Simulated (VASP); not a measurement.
Set up this calculation in VASP 6.6.1, as the native input.

- Task: single point
- Functional: LDA
- Potentials or basis: VASP PAW LDA potentials, release 64 (Al)
- Cutoff: 520 eV
- k mesh: 12 × 12 × 12
- Occupations: fermi-dirac, width 0.05 eV
- Spin: no spin polarisation
- Dipole correction: no
- Further INCAR settings: ALGO = Normal; EDIFF = 1e-06; NBANDS = 8

The structure of Al lies in POSCAR:

```
Al
1.0
   -1.6224269796      1.6224269796      1.6224269796
    1.6224269796     -1.6224269796      1.6224269796
    1.6224269796      1.6224269796     -1.6224269796
Al
1
Direct
    0.0000000000      0.0000000000      0.0000000000
```

The input as run:

INCAR

```
  PREC = Accurate
  ENCUT = 520
  EDIFF = 1E-6
  ISMEAR = -1
  SIGMA = 0.05
  LREAL = F
  LASPH = T
  NELM = 60
  ALGO = Normal
  ISIF = 2
  LWAVE = F
  LCHARG = T
  GGA = CA
  LELF = T
  LVHAR = T
  NBANDS = 8
```

KPOINTS

```
regular mesh
0
Gamma
  12 12 12
```

Potentials or basis: VASP PAW LDA potentials, release 64 (Al).

Run with:

```bash
$ cat potpaw_LDA.64/Al/POTCAR > POTCAR
$ mpirun -np 1 vasp_std > vasp.out
```

Results of the run:

| Quantity | Value |
| --- | --- |
| Pressure | -3.4 GPa |

Wall time 4 s on 1 thread of Intel Xeon 6975P-C, on a shared host, peak memory 0.12 GiB.
